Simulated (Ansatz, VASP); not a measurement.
## One calculation of TiAl, two programs

File INCAR:

```
PREC = Accurate ; ENCUT = 520
EDIFF = 1E-6 ; ISMEAR = 0
SIGMA = 0.15 ; LREAL = F
LASPH = T ; NELM = 60
ALGO = Fast ; ISIF = 2
LWAVE = F ; LCHARG = T
GGA = PS ; LELF = T
LVHAR = T ; NBANDS = 14
```

The input KPOINTS:

```
regular mesh
0
Gamma
  16 16 16
```

POSCAR

```
TiAl
1.0
    3.3916843522      0.0000000000      0.0000000000
    0.0000000000      3.3916843522      0.0000000000
    0.0000000000      0.0000000000      2.9514437232
Ti Al
1 1
Direct
    0.0000000000      0.0000000000      0.0000000000
    0.5000000000      0.5000000000      0.5000000000
```

Input for Ansatz:

```yaml
crystal:
  lattice:
    - [3.3916843522, 0.0, 0.0]
    - [0.0, 3.3916843522, 0.0]
    - [0.0, 0.0, 2.9514437232]
  atoms:
    - { symbol: Ti, position: [0.0, 0.0, 0.0] }
    - { symbol: Al, position: [0.5, 0.5, 0.5] }
basis:
  ecutwfc: 520.0
kpoints:
  mp_grid: { grid: [16, 16, 16] }
hamiltonian:
  xc: pbesol
  pseudopotentials: { kind: paw, azcp: { folder: soft_1 } }
scf:
  occupations: { method: gaussian, width: 0.15 }
output:
  forces: true
  stress: true
  eigenvalues: true
  write_density: true
  write_potential: true
  elf: true
  volumetric_format: npy
```

Alike in both runs: task single point; functional PBEsol; k mesh 16 × 16 × 16; occupations gaussian, width 0.15 eV; no spin polarisation.

|  | VASP | Ansatz |
| --- | --- | --- |
| version | VASP 6.6.1 | Ansatz 0.2.0 |
| potentials or method | VASP PAW PBE potentials, release 64 (Ti_sv, Al), cutoff 520 eV | scalar-relativistic, plane waves, PAW |
| valence electrons in the cell | 15 | 15 |

```tsv
	VASP	Ansatz	Ansatz less VASP
gap on the k mesh at the Fermi level (eV)	none	none	-
pressure (GPa)	-7.2	-7.2	-0.07
traceless stress, the component that is largest in VASP (GPa)	-0.77	-0.78	-0.005
```

VASP's potentials were made for PBE, not for PBEsol, and Ansatz warns of the same on its side. A gap of «none» marks a metal or a gap that the smearing closes.
